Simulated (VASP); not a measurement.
KNd2Sb3: relaxation of shape and atoms at fixed volume with PBE

Crystal: KNd2Sb3.

```xyz
6
Lattice="4.7393 0.0000 0.0000 -2.3697 4.1044 0.0000 0.0000 0.0000 10.5946" Properties=species:S:1:pos:R:3 pbc="T T T"
K     2.3697    1.3681    0.0000
Nd    0.0000    2.7363    3.4851
Nd    0.0000    2.7363    7.1095
Sb    0.0000    0.0000    5.2973
Sb    0.0000    0.0000    8.4668
Sb    0.0000    0.0000    2.1279
```

```
Program                : VASP 6.6.1
Task                   : relaxation of shape and atoms at fixed volume
Functional             : PBE
Potentials or basis    : VASP PAW PBE potentials, release 64 (K_sv, Nd_3, Sb), 4f in core
Cutoff                 : 500 eV
k mesh                 : 6 × 6 × 4
Occupations            : gaussian, width 0.02 eV
Spin                   : no spin polarisation
Dipole correction      : no
Further INCAR settings : ALGO = Normal; EDIFF = 1e-07; IBRION = 2; EDIFFG = -0.01; NSW = 50; ISIF = 4
```

The energy gained by relaxing is 2.0 meV/atom, the ionic steps are 6 and the pressure after relaxing is 3.2 GPa. The band gap on the k mesh is 0.47 eV (least direct gap 0.74 eV).

Forces in eV/Å, atoms in the order of the input:
```
K    0.000  0.000  0.000
Nd   0.000  0.000  0.000
Nd   0.000  0.000  0.000
Sb   0.000  0.000  0.000
Sb   0.000  0.000  0.003
Sb   0.000  0.000 -0.003
```

The path:
```csv
step,energy change (eV),largest force (eV/Å),pressure (GPa),volume (Å³)
1,0.0000,0.2241,3.65,206.09
2,-0.0043,0.1572,3.54,206.09
3,-0.0077,0.1417,3.33,206.09
4,-0.0100,0.0895,3.28,206.09
5,-0.0118,0.0068,3.18,206.09
6,-0.0121,0.0028,3.16,206.09
```

Final structure:
```xyz
6
Lattice="4.7590 0.0000 0.0000 -2.3795 4.1214 0.0000 0.0000 0.0000 10.5074" Properties=species:S:1:pos:R:3 pbc="T T T"
K     2.3795    1.3738   10.5074
Nd    0.0000    2.7476    3.4363
Nd    0.0000    2.7476    7.0711
Sb   -2.3795    4.1214    5.2537
Sb   -2.3795    4.1214    8.4521
Sb    0.0000    0.0000    2.0554
```

Levels at points of the mesh, in eV from the valence-band top:
```csv
k point,band 21,band 22,band 23,band 24,band 25,band 26
"(0.00, 0.00, 0.00)",-1.15,-0.71,-0.71,1.16,1.98,1.98
"(0.50, 0.00, 0.00)",-1.29,-0.93,-0.93,0.47,1.37,2.19
"(0.00, 0.00, 0.50)",-0.98,-0.61,-0.61,1.11,1.79,1.84
"(0.50, 0.00, 0.50)",-0.94,-0.92,-0.45,0.76,1.19,1.21
```

Wall time 3.9 min on 1 thread of Intel(R) Xeon(R) 6975P-C (Granite Rapids), with other jobs on the host, peak memory 0.39 GiB.

Caveat: spin-orbit coupling is left out, which moves the levels of the heavy elements; the 4f electrons are frozen in the core, so they carry no moment and show no levels. Spin polarisation is off, so any magnetic state and its effect on volume and gap are missing.
